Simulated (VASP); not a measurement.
# CaB6 (Pm-3m) in VASP: further runs

The runs below take CaB6 through single point, relaxation of cell and atoms, with PBE, r2SCAN.

Program: VASP 6.6.1. These are calculated values, not measurements. Logs are shortened: lines on timing, memory, paths and dates and some standing lists are left out, and cuts for length are marked.

**What was measured.**

“Bulk Band Gaps in Divalent Hexaborides”, 2001, arxiv:cond-mat/0107429 reports, for a bulk crystal of CaB6: band gap 1.15 eV.

How close the calculation comes is told below.

### Step 1. The cell of the first run

Symmetry: Pm-3m, No. 221, cubic system. Conventional cell: a = 4.148 Å, b = 4.148 Å, c = 4.148 Å, α = 90.00°, β = 90.00°, γ = 90.00°. Ca (site symmetry m-3m) has 24 B at 3.05 Å within 4.0 Å. Within 2.2 Å of B (site symmetry 4mm) lie 5 B at 1.67 to 1.75 Å.

### Step 2. Single point, PBE

INCAR

```
PREC     = Accurate       # precision mode
ENCUT    = 520            # plane-wave cutoff, eV
EDIFF    = 1E-6           # SCF threshold, eV
ISMEAR   = 0              # smearing method
SIGMA    = 0.01           # smearing width, eV
LREAL    = False          # projectors in reciprocal space
LASPH    = True           # aspherical terms in the spheres
NELM     = 80             # most SCF steps
ALGO     = Normal         # electronic algorithm
ISIF     = 2              # what is computed and relaxed
LWAVE    = False          # write WAVECAR
LCHARG   = False          # write CHGCAR
GGA      = PE             # functional
NBANDS   = 23             # bands
```

KPOINTS

```
Automatic mesh
0
Gamma
  8 8 8
```

POSCAR

```
CaB6
1.0
    4.1477323187      0.0000000000      0.0000000000
    0.0000000000      4.1477323187      0.0000000000
    0.0000000000      0.0000000000      4.1477323187
Ca B
1 6
Direct
    0.5000000000      0.5000000000      0.5000000000
    0.0000000000      0.0000000000      0.2982058814
    0.0000000000      0.0000000000      0.7017941186
    0.2982058814      0.0000000000      0.0000000000
    0.7017941186      0.0000000000      0.0000000000
    0.0000000000      0.2982058814      0.0000000000
    0.0000000000      0.7017941186      0.0000000000
```

Potentials or basis: VASP PAW PBE potentials, release 64 (Ca_sv, B).

Started as:

```
cat potpaw_PBE.64/Ca_sv/POTCAR potpaw_PBE.64/B/POTCAR > POTCAR
mpirun -np 1 vasp_std > vasp.out
```

OUTCAR:

```text
PREC = Accurate
   ENCUT = 520
   EDIFF = 1E-6
   ISMEAR = 0
   LREAL = False
   LASPH = True
   NELM = 80
   ISIF = 2
   GGA = PE

 ion  position               nearest neighbor table
   1  0.500  0.500  0.500-
   2  0.000  0.000  0.298-   3 1.67   4 1.75   5 1.75   6 1.75   7 1.75
   3  0.000  0.000  0.702-   2 1.67   4 1.75   5 1.75   6 1.75   7 1.75
   4  0.298  0.000  0.000-   5 1.67   3 1.75   2 1.75   6 1.75   7 1.75
   5  0.702  0.000  0.000-   4 1.67   3 1.75   2 1.75   6 1.75   7 1.75
   6  0.000  0.298  0.000-   7 1.67   3 1.75   4 1.75   5 1.75   2 1.75
   7  0.000  0.702  0.000-   6 1.67   3 1.75   4 1.75   5 1.75   2 1.75

  LATTYP: Found a simple cubic cell.
 ALAT       =     4.1477323187

  Lattice vectors:

 A1 = (   4.1477323187,   0.0000000000,   0.0000000000)
 A2 = (   0.0000000000,   4.1477323187,   0.0000000000)
 A3 = (   0.0000000000,   0.0000000000,   4.1477323187)

Analysis of symmetry for initial positions (statically):
=====================================================================
 Subroutine PRICEL returns:
 Original cell was already a primitive cell.

 Routine SETGRP: Setting up the symmetry group for a
 simple cubic supercell.

 Subroutine GETGRP returns: Found 48 space group operations
 (whereof 48 operations were pure point group operations)
 out of a pool of 48 trial point group operations.

The static configuration has the point symmetry O_h .

Analysis of symmetry for dynamics (positions and initial velocities):
=====================================================================
 Subroutine PRICEL returns:
 Original cell was already a primitive cell.

 Routine SETGRP: Setting up the symmetry group for a
 simple cubic supercell.

 Subroutine GETGRP returns: Found 48 space group operations
 (whereof 48 operations were pure point group operations)
 out of a pool of 48 trial point group operations.

The dynamic configuration has the point symmetry O_h .

 Subroutine INISYM returns: Found 48 space group operations
 (whereof 48 operations are pure point group operations),
 and found     1 'primitive' translations

----------------------------------------------------------------------------------------

                                     Primitive cell

  volume of cell :      71.3563

  direct lattice vectors                    reciprocal lattice vectors
[... 94 lines left out ...]
   LASPH  =      T    aspherical Exc in radial PAW
   ENCUT  =  520.0 eV  38.22 Ry    6.18 a.u.   7.71  7.71  7.71*2*pi/ulx,y,z
   NELM   =     80;   NELMIN=  2; NELMDL= -5     # of ELM steps
   EDIFF  = 0.1E-05   stopping-criterion for ELM
   LREAL  =      F    real-space projection
   EDIFFG = 0.1E-04   stopping-criterion for IOM
   NSW    =      0    number of steps for IOM
   IBRION =     -1    ionic relax: 0-MD 1-quasi-New 2-CG
   NFREE  =      0    steps in history (QN), initial steepest desc. (CG)
   ISIF   =      2    stress and relaxation
   ISYM   =      2    0-nonsym 1-usesym 2-fastsym
   POTIM  = 0.5000    time-step for ionic-motion
   TEBEG  =    0.0;   TEEND  =   0.0 temperature during run
   PSTRESS=    0.0 pullay stress
   NELECT =      28.0000    total number of electrons
   NUPDOWN=      -1.0000    fix difference up-down
   EMIN   =  10.00;   EMAX   =-10.00  energy-range for DOS
   EFERMI =   0.00;   METHOD = LEGACY
   ISMEAR =     0;   SIGMA  =   0.01  broadening in eV -4-tet -1-fermi 0-gaus
   EFERMI_NEDOS =   21; number of points for ismear=-14 and -15
   IALGO  =     38    algorithm
   IMIX   =      4    mixing-type and parameters
     AMIX     =   0.40;   BMIX     =  1.00
     AMIX_MAG =   1.60;   BMIX_MAG =  1.00
  volume/ion in A,a.u.               =      10.19        68.79
  Fermi-wavevector in a.u.,A,eV,Ry     =   1.198533  2.264900 19.544527  1.436482
  Thomas-Fermi vector in A             =   2.334420
   LORBIT       =      0    0 simple, 1 ext, 2 COOP (PROOUT), +10 PAW based schemes
   GGA     = PE    functional components
   LHFCALC =     F    Hartree Fock is set to
   AEXX    =    0.0000 exact exchange contribution
   IVDW    =     0    specifies the selected vdW correction
   LEPSILON=     F    determine dielectric tensor
   LRPA    =     F    only Hartree local field effects (RPA)
 non-spin polarized calculation
 Gauss-broadening in eV      SIGMA  =   0.01
  energy-cutoff  :      520.00
  volume of cell :       71.36
 maximum number of plane-waves:      1937
 NGX is ok and might be reduce to    32
   NGX = 15   NGY = 15   NGZ = 15

 number of electron      28.0000006 magnetization

 Free energy of the ion-electron system (eV)
  ---------------------------------------------------
  ext. energy  EPLUGINS =         0.00000000
  ---------------------------------------------------
  free energy    TOTEN  =       -45.01658861 eV

  energy without entropy =      -45.01658860  energy(sigma->0) =      -45.01658860

 E-fermi :   4.6819     XC(G=0): -10.5647

 val. band max:        4.6485544463   @ k =   0.3750   0.0000   0.0000
 cond. band min:       4.7142495919   @ k =   0.5000   0.0000   0.0000
 fundamental gap:      0.0656951455
 Fermi energy:         4.6819067942

 k-point     1 :       0.0000    0.0000    0.0000
  band No.  band energies     occupation
      1     -36.5273      2.00000
      2     -17.5109      2.00000
      3     -17.5109      2.00000
      4     -17.5109      2.00000
      5      -9.7856      2.00000
      6      -2.2138      2.00000
[... 613 lines left out ...]
     22      11.5116      0.00000
     23      12.5396      0.00000

 [... further k-points ...]
[... 5 lines left out ...]
  --------------------------------------------------------------------------------------
  -------------------------------------------------------------------------------------
  Total        0.0547172      0.0547172      0.0547172     -0.0000000     -0.0000000      0.0000000
  in kB        1.2285770      1.2285770      1.2285770     -0.0000000     -0.0000000      0.0000000
  external PRESSURE =       1.2285770 kB  Pullay stress =       0.0000000 kB

 VOLUME and BASIS-vectors are now :
 -----------------------------------------------------------------------------
  energy-cutoff  :      520.00
  volume of cell :       71.36
      direct lattice vectors                 reciprocal lattice vectors
     4.147732319  0.000000000  0.000000000     0.241095597  0.000000000  0.000000000
     0.000000000  4.147732319  0.000000000     0.000000000  0.241095597  0.000000000
     0.000000000  0.000000000  4.147732319     0.000000000  0.000000000  0.241095597

 POSITION                                       TOTAL-FORCE (eV/Angst)
 -----------------------------------------------------------------------------------
      2.07387      2.07387      2.07387         0.000000      0.000000     -0.000000
      0.00000      0.00000      1.23688        -0.000000     -0.000000      0.016034
      0.00000      0.00000      2.91085         0.000000      0.000000     -0.016034
      1.23688      0.00000      0.00000         0.016034     -0.000000     -0.000000
      2.91085      0.00000      0.00000        -0.016034      0.000000     -0.000000
      0.00000      1.23688      0.00000         0.000000      0.016034     -0.000000
      0.00000      2.91085      0.00000         0.000000     -0.016034     -0.000000
 -----------------------------------------------------------------------------------
    total drift:                                0.000000      0.000000     -0.000000

  FREE ENERGIE OF THE ION-ELECTRON SYSTEM (eV)
  ---------------------------------------------------
  free  energy   TOTEN  =       -45.0165886057 eV

  energy  without entropy=      -45.0165886037  energy(sigma->0) =      -45.01658860
```

OSZICAR:

```text
N       E                     dE             d eps       ncg     rms          rms(c)
DAV:   1     0.146567148239E+03    0.14657E+03   -0.13238E+04  1610   0.114E+03
DAV:   2    -0.414694089143E+02   -0.18804E+03   -0.18003E+03  2048   0.283E+02
DAV:   3    -0.500544359975E+02   -0.85850E+01   -0.85372E+01  2751   0.536E+01
DAV:   4    -0.501961185348E+02   -0.14168E+00   -0.14146E+00  2269   0.580E+00
DAV:   5    -0.501999625118E+02   -0.38440E-02   -0.38438E-02  2383   0.736E-01    0.101E+01
DAV:   6    -0.458097612528E+02    0.43902E+01   -0.53256E+00  2076   0.114E+01    0.523E+00
DAV:   7    -0.450341051977E+02    0.77566E+00   -0.43178E+00  2077   0.887E+00    0.150E+00
DAV:   8    -0.450739176210E+02   -0.39812E-01   -0.99354E-01  1940   0.523E+00    0.975E-01
DAV:   9    -0.450180147869E+02    0.55903E-01   -0.12792E-01  1993   0.181E+00    0.225E-01
DAV:  10    -0.450163879945E+02    0.16268E-02   -0.31881E-02  2024   0.828E-01    0.137E-01
DAV:  11    -0.450165690444E+02   -0.18105E-03   -0.42649E-03  1940   0.347E-01    0.435E-02
DAV:  12    -0.450166374105E+02   -0.68366E-04   -0.17731E-04  2026   0.747E-02    0.311E-02
DAV:  13    -0.450165881884E+02    0.49222E-04   -0.19529E-04  2006   0.708E-02    0.516E-03
DAV:  14    -0.450165882780E+02   -0.89590E-07   -0.13163E-05  2101   0.193E-02    0.232E-03
DAV:  15    -0.450165886057E+02   -0.32765E-06   -0.74555E-07  1481   0.443E-03
   1 F= -.45016589E+02 E0= -.45016589E+02  d E =-.192259E-08
```

It took 24 s on 1 thread of AMD EPYC 9R45 (Zen 5), shared host; peak memory 0.17 GiB.

Results:

```
Free energy            : -45.0166 eV
Pressure               : 0.1 GPa
Largest force          : 0.016 eV/Å
Band gap on the k mesh : 0.07 eV, indirect (least direct gap 0.14 eV)
```

Forces on the atoms (eV/Å):
```
Ca   0.000  0.000  0.000
B    0.000  0.000  0.016
B    0.000  0.000 -0.016
B    0.016  0.000  0.000
B   -0.016  0.000  0.000
B    0.000  0.016  0.000
B    0.000 -0.016  0.000
```

Levels at points of the mesh, in eV from the valence-band top:
```tsv
k point	band 10	band 11	band 12	band 13	band 14	band 15	band 16	band 17	band 18	band 19
(0.00, 0.00, 0.00)	-5.30	-5.30	-0.32	-0.32	-0.32	2.83	2.83	2.83	3.36	3.36
(0.50, 0.00, 0.00)	-4.91	-2.38	-2.38	-1.78	-0.08	0.07	3.19	3.19	3.79	3.84
(0.50, 0.50, 0.00)	-4.94	-2.69	-2.69	-1.47	-1.47	3.07	3.07	4.04	4.34	4.36
(0.50, 0.50, 0.50)	-4.35	-4.35	-1.08	-1.08	-1.08	4.25	4.73	4.73	4.82	4.82
```

A k mesh can miss the band edges.

### Step 3. Single point, r2SCAN

POSCAR is that of step 2.

INCAR.step1

```
SYSTEM = CaB6
ALGO = Normal ; EDIFF = 1E-4
ENCUT = 520 ; GGA = PE
ISMEAR = 0 ; LASPH = .TRUE.
LCHARG = .FALSE. ; LREAL = .FALSE.
LWAVE = .TRUE. ; NBANDS = 23
NELM = 80 ; PREC = Accurate
SIGMA = 0.01
```

INCAR.step2

```
SYSTEM = CaB6
ALGO = Normal ; EDIFF = 1E-7
ENCUT = 520 ; ISIF = 2
ISMEAR = 0 ; ISTART = 1
LASPH = .TRUE. ; LCHARG = .FALSE.
LMIXTAU = .TRUE. ; LREAL = .FALSE.
LWAVE = .FALSE. ; METAGGA = R2SCAN
NBANDS = 23 ; NELM = 80
PREC = Accurate ; SIGMA = 0.01
```

KPOINTS

```
k-points
0
G
  8 8 8
  0 0 0
```

Potentials or basis: VASP PAW PBE potentials, release 64 (Ca_sv, B).

Started as:

```
cat potpaw_PBE.64/Ca_sv/POTCAR potpaw_PBE.64/B/POTCAR > POTCAR
cp INCAR.step1 INCAR
mpirun -np 1 vasp_std > vasp.out
cp INCAR.step2 INCAR
mpirun -np 1 vasp_std > vasp.out
```

Run time: 88 s. Hardware: 1 thread of AMD EPYC 9R45 (Zen 5), shared host; peak memory 0.18 GiB.

It converged, with:

```yaml
Free_energy: -54.4282 eV
Pressure: -1.0 GPa
Largest_force: 0.046 eV/Å
Band_gap_on_the_k_mesh: 0.06 eV, direct
```

Forces on the atoms (eV/Å):
```
Ca   0.000  0.000  0.000
B    0.000  0.000 -0.046
B    0.000  0.000  0.046
B   -0.046  0.000  0.000
B    0.046  0.000  0.000
B    0.000 -0.046  0.000
B    0.000  0.046  0.000
```

Levels at points of the mesh, in eV from the valence-band top:
```csv
k point,band 10,band 11,band 12,band 13,band 14,band 15,band 16,band 17,band 18,band 19
"(0.00, 0.00, 0.00)",-5.74,-5.74,-0.33,-0.33,-0.33,2.96,2.96,2.96,3.66,3.66
"(0.50, 0.00, 0.00)",-5.36,-2.54,-2.54,-1.90,0.00,0.06,3.44,3.44,4.13,4.23
"(0.50, 0.50, 0.00)",-5.19,-2.85,-2.85,-1.58,-1.58,3.26,3.26,4.37,4.65,4.68
"(0.50, 0.50, 0.50)",-4.62,-4.62,-1.15,-1.15,-1.15,4.76,5.06,5.06,5.19,5.19
```

Caveat: the PAW data sets were made with another functional, which shifts forces and pressure a little.

### Step 4. Relaxation of cell and atoms, PBE

INCAR

```
ALGO     = Normal         # electronic algorithm
EDIFF    = 1E-7           # SCF threshold, eV
EDIFFG   = -0.005         # ionic threshold
ENCUT    = 600            # plane-wave cutoff, eV
GGA      = PE             # functional
IBRION   = 2              # ionic algorithm
ISIF     = 3              # what is computed and relaxed
ISMEAR   = 0              # smearing method
LASPH    = T              # aspherical terms in the spheres
LCHARG   = F              # write CHGCAR
LREAL    = F              # projectors in reciprocal space
LWAVE    = F              # write WAVECAR
NELM     = 100            # most SCF steps
NSW      = 100            # ionic steps
PREC     = Accurate       # precision mode
SIGMA    = 0.01           # smearing width, eV
```

KPOINTS

```
k-points
0
Gamma
  8 8 8
```

POSCAR

```
CaB6
1.0
    4.1479659724      0.0000000000      0.0000000000
    0.0000000000      4.1479659724      0.0000000000
    0.0000000000      0.0000000000      4.1479659724
Ca B
1 6
Direct
    0.5000000000      0.5000000000      0.5000000000
    0.0000000000      0.0000000000      0.2982963379
    0.0000000000      0.0000000000      0.7017036621
    0.2982963379      0.0000000000      0.0000000000
    0.7017036621      0.0000000000      0.0000000000
    0.0000000000      0.2982963379      0.0000000000
    0.0000000000      0.7017036621      0.0000000000
```

Started as:

```
cat potpaw_PBE.64/Ca_sv/POTCAR potpaw_PBE.64/B/POTCAR > POTCAR
mpirun -np 1 vasp_std > vasp.out
```

Wall time 60 s (1 thread of AMD EPYC 9R45 (Zen 5), shared host); peak memory 0.21 GiB.

It converged, with:

- Free energy: -45.0218 eV
- Relaxed volume: 10.20 Å³/atom
- Relaxed cell: a = 4.148 Å, b = 4.148 Å, c = 4.148 Å, α = 90.00°, β = 90.00°, γ = 90.00°
- Space group after relaxing (to 0.05 Å): Pm-3m (No. 221)
- Energy gained by relaxing: 0.0 meV/atom
- Ionic steps: 3
- Pressure after relaxing: 0.0 GPa
- Largest force after relaxing: 0.003 eV/Å
- Band gap on the k mesh: 0.07 eV, indirect (least direct gap 0.15 eV)

Forces in eV/Å, atoms in the order of the input:
```
Ca   0.000  0.000  0.000
B    0.000  0.000  0.003
B    0.000  0.000 -0.003
B    0.003  0.000  0.000
B   -0.003  0.000  0.000
B    0.000  0.003  0.000
B    0.000 -0.003  0.000
```

Final structure:
```cif
data_structure
_symmetry_space_group_name_H-M 'P 1'
_symmetry_Int_Tables_number 1
_cell_length_a 4.1484
_cell_length_b 4.1484
_cell_length_c 4.1484
_cell_angle_alpha 90.000
_cell_angle_beta 90.000
_cell_angle_gamma 90.000
_cell_volume 71.39
loop_
_atom_site_label
_atom_site_type_symbol
_atom_site_fract_x
_atom_site_fract_y
_atom_site_fract_z
_atom_site_occupancy
Ca1 Ca 0.50000 0.50000 0.50000 1
B1 B 0.00000 0.00000 0.29825 1
B2 B 0.00000 0.00000 0.70175 1
B3 B 0.29825 0.00000 0.00000 1
B4 B 0.70175 0.00000 0.00000 1
B5 B 0.00000 0.29825 0.00000 1
B6 B 0.00000 0.70175 0.00000 1
```

Levels at points of the mesh, in eV from the valence-band top:
| k point | band 12 | band 13 | band 14 | band 15 | band 16 | band 17 |
| --- | --- | --- | --- | --- | --- | --- |
| (0.00, 0.00, 0.00) | -0.32 | -0.32 | -0.32 | 2.82 | 2.82 | 2.82 |
| (0.50, 0.00, 0.00) | -2.38 | -1.78 | -0.08 | 0.07 | 3.19 | 3.19 |
| (0.50, 0.50, 0.00) | -2.69 | -1.47 | -1.47 | 3.07 | 3.07 | 4.04 |
| (0.50, 0.50, 0.50) | -1.08 | -1.08 | -1.08 | 4.24 | 4.72 | 4.72 |

A k mesh can miss the band edges.

### Step 5. The runs side by side

| task | level | cell | cutoff (eV) | gap on the mesh (eV) | pressure (GPa) | largest force (eV/Å) |
| --- | --- | --- | --- | --- | --- | --- |
| single point | PBE | as given | 520 | 0.07 | 0.1 | 0.02 |
| single point | r2SCAN | as given | 520 | 0.06 | -1.0 | 0.05 |
| relaxation of cell and atoms | PBE | relaxed | 600 | 0.07 | 0.0 | - |

Alike in all rows: potentials or basis VASP PAW PBE potentials, release 64 (Ca_sv, B); no spin polarisation; k mesh 8 × 8 × 8; smearing gaussian 0.01 eV.

Caveats: the PAW data sets were made with another functional, which shifts forces and pressure a little (some runs).

Total energies depend on the potentials used, so only differences within one code and one set of settings carry meaning.

### Step 6. How close it comes

Step 3. A measured gap of CaB6 is 1.15 eV (“Bulk Band Gaps in Divalent Hexaborides”, 2001, arxiv:cond-mat/0107429); the calculated 0.06 eV misses it by -1.09 eV. So large a miss can be the level of theory's own, or it may mean another phase, state or a wrong row. The value is that of r2SCAN on a finite k mesh, which can miss the band edges, without temperature or zero-point motion.
